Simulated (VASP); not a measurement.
Crystal: PbO.

```
Pb O
1.0
     4.02324    0.00000    0.00000
     0.00000    4.02324    0.00000
     0.00000    0.00000    5.46328
Pb O
2 2
Direct
  0.50000 0.00000 0.21651
  0.00000 0.50000 0.78349
  0.00000 0.00000 0.00000
  0.50000 0.50000 0.00000
```

This cell differs from its parent crystal: volume scaled by 0.960.

```yaml
Program: VASP 6.6.1
Task: relaxation of shape and atoms at fixed volume
Functional: PBE
Potentials_or_basis: VASP PAW PBE potentials, release 64 (Pb_d, O)
Cutoff: 600 eV
k_mesh: 8 × 8 × 6
Occupations: gaussian, width 0.05 eV
Spin: no spin polarisation
```

At the start: pressure 1.7 GPa; volume 22.11 Å³/atom.

Q: How do energy, volume and symmetry change on relaxing?

A: Over 5 steps the energy falls by 2.3 meV/atom; space group P4/nmm (No. 129, to 0.05 Å).

Step by step:
| step | energy change (eV) | largest force (eV/Å) | pressure (GPa) | volume (Å³) |
| --- | --- | --- | --- | --- |
| 1 | 0.0000 | 0.3138 | 1.72 | 88.43 |
| 2 | -0.0064 | 0.0849 | 0.96 | 88.43 |
| 3 | -0.0072 | 0.0186 | 0.61 | 88.43 |
| 4 | -0.0082 | 0.0096 | 0.51 | 88.43 |
| 5 | -0.0093 | 0.0084 | 0.30 | 88.43 |

Final structure:
```
Pb O
1.0
     4.05414    0.00000    0.00000
     0.00000    4.05414    0.00000
     0.00000    0.00000    5.38029
Pb O
2 2
Direct
  0.50000 0.00000 0.22114
  0.00000 0.50000 0.77886
  0.00000 0.00000 0.00000
  0.50000 0.50000 0.00000
```

Caveat: the cell differs from its parent crystal (volume scaled by 0.960).
